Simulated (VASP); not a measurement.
Wanted: the native input for a VASP 6.6.1 run.

| Quantity | Value |
| --- | --- |
| Task | single point |
| Functional | r2SCAN |
| Potentials or basis | VASP PAW PBE potentials, release 64 (Ca_sv, O) |
| Cutoff | 520 eV |
| k mesh | 12 × 12 × 6 |
| Occupations | gaussian, width 0.01 eV |
| Spin | no spin polarisation |
| Dipole correction | no |
| Further INCAR settings | ALGO = Normal; EDIFF = 1e-06; NBANDS = 24 |

Crystal: CaO.

```
Ca O
1.0
     3.98084    0.00000    0.00000
    -1.99042    3.44751    0.00000
     0.00000    0.00000    4.74659
Ca O
2 2
Direct
  0.33333 0.66667 0.93750
  0.66667 0.33333 0.43750
  0.33333 0.66667 0.43750
  0.66667 0.33333 0.93750
```

This cell differs from its parent crystal: uniaxial z strain -0.5%.

These files were run (other wordings do the same):

POSCAR

```
CaO
1.0
    3.9808379968      0.0000000000      0.0000000000
   -1.9904189984      3.4475068336      0.0000000000
    0.0000000000      0.0000000000      4.7465918465
Ca O
2 2
Direct
    0.3333333333      0.6666666667     -0.0625000000
    0.6666666667      0.3333333333      0.4375000000
    0.3333333333      0.6666666667      0.4375000000
    0.6666666667      0.3333333333      0.9375000000
```

INCAR.step1

```
SYSTEM = CaO
  PREC = Accurate
  ENCUT = 520
  ISMEAR = 0
  SIGMA = 0.01
  LREAL = .False.
  LASPH = .True.
  NELM = 80
  NBANDS = 24
  GGA = PE
  ALGO = Normal
  EDIFF = 1E-4
  LWAVE = .True.
  LCHARG = .False.
```

INCAR.step2

```
SYSTEM = CaO
  PREC = Accurate
  ENCUT = 520
  EDIFF = 1E-6
  ISMEAR = 0
  SIGMA = 0.01
  LREAL = .False.
  LASPH = .True.
  NELM = 80
  ALGO = Normal
  ISIF = 2
  LWAVE = .False.
  LCHARG = .False.
  METAGGA = R2SCAN
  LMIXTAU = .True.
  NBANDS = 24
  ISTART = 1
```

KPOINTS

```
Automatic mesh
0
Gamma
  12 12 6
  0 0 0
```

Potentials or basis: VASP PAW PBE potentials, release 64 (Ca_sv, O).

Launch:

```console
$ cat potpaw_PBE.64/Ca_sv/POTCAR potpaw_PBE.64/O/POTCAR > POTCAR
$ cp INCAR.step1 INCAR
$ mpirun -np 1 vasp_std > vasp.out
$ cp INCAR.step2 INCAR
$ mpirun -np 1 vasp_std > vasp.out
```

It gave:

| Property | Result |
| --- | --- |
| Pressure | 1.5 GPa |
| Band gap on the k mesh | 3.61 eV |

Caveat: the cell differs from its parent crystal (uniaxial z strain -0.5%); the structure was generated, so it needn't be the stable form of CaO; the PAW data sets were made with another functional, which shifts forces and pressure a little.

Run time: 3.6 min on 1 thread of Intel(R) Xeon(R) 6975P-C (Granite Rapids), on a shared host, peak memory 0.24 GiB.
